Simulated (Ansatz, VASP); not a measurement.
**Zn2B3: VASP beside Ansatz**

```
Zn B
1.0
     5.67665   -1.72924    0.05906
     5.67665    1.72924    0.05906
    -1.81693    0.00000    5.47938
Zn B
4 6
Cartesian
  6.1207 -0.0008 4.6905
  7.0291 0.0008 1.9509
  3.4157 0.0008 0.9070
  2.5072 -0.0008 3.6467
  4.3140 -1.7292 4.1686
  5.2224 1.7292 1.4289
  5.6812 0.8474 0.0605
  4.7636 0.8474 2.7974
  3.8552 -0.8474 5.5370
  4.7727 -0.8474 2.8002
```

Change from the starting cell: the structure that the rattled cell fell into.

Alike in both runs: functional PBE; k mesh 10 × 10 × 6; occupations gaussian, width 0.1 eV; no spin polarisation.

Ansatz relaxed the structure, and its values are those at the end. VASP's run is a single point on that final structure, the one shown.

|  | VASP | Ansatz |
| --- | --- | --- |
| version | VASP 6.6.1 | Ansatz 0.2.0 |
| potentials or method | VASP PAW PBE potentials, release 64 (Zn, B), cutoff 520 eV | scalar-relativistic, plane waves, PAW |
| valence electrons in the cell | 66 | 66 |

Ansatz gave:

* gap on the k mesh at the Fermi level (eV): none
* pressure (GPa): 0.0
* rms of the force components (eV/Å): 0.001

Problem. What did VASP give for the same quantities?

Solution. gap on the k mesh at the Fermi level (eV): none; pressure (GPa): 0.2; rms of the force components (eV/Å): 0.003.

A gap of «none» marks a metal or a gap that the smearing closes.
